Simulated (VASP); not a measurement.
**InP: single point with PBE**

The system is InP.

```xyz
2
Lattice="3.9319 0.0000 0.0000 1.9660 3.4051 0.0000 1.9660 1.1350 3.2104" Properties=species:S:1:pos:R:3 pbc="T T T"
In    0.0000    0.0000    0.0000
P     1.9660    1.1350    0.8026
```

```yaml
Program: VASP 6.6.1
Task: single point
Functional: PBE
Potentials_or_basis: VASP PAW PBE potentials, release 64 (In_d, P)
Cutoff: 520 eV
k_mesh: 6 × 6 × 6
Occupations: gaussian, width 0.01 eV
Spin: no spin polarisation
Dipole_correction: no
Further_INCAR_settings: ALGO = Normal; EDIFF = 1e-07; NBANDS = 16
```

| Quantity | Value |
| --- | --- |
| Pressure | 19.8 GPa |
| Band gap on the k mesh | 1.44 eV, indirect (least direct gap 1.55 eV) |

Levels at points of the mesh, in eV from the valence-band top:
| k point | band 5 | band 6 | band 7 | band 8 | band 9 | band 10 | band 11 | band 12 | band 13 | band 14 |
| --- | --- | --- | --- | --- | --- | --- | --- | --- | --- | --- |
| (0.00, 0.00, 0.00) | -14.38 | -12.73 | 0.00 | 0.00 | 0.00 | 1.55 | 4.02 | 4.02 | 4.02 | 9.35 |
| (0.50, 0.00, 0.00) | -14.36 | -10.41 | -6.69 | -1.23 | -1.23 | 1.86 | 4.76 | 4.76 | 7.31 | 10.29 |
| (0.50, 0.50, 0.00) | -14.32 | -9.58 | -6.52 | -2.92 | -2.92 | 1.44 | 2.17 | 10.27 | 10.63 | 10.63 |

It took 22 s on 1 thread of Intel Xeon 8259CL (shared host), peak memory 0.17 GiB.

Caveat: spin-orbit coupling is left out, which moves the levels of the heavy elements. A k mesh can miss the band edges.
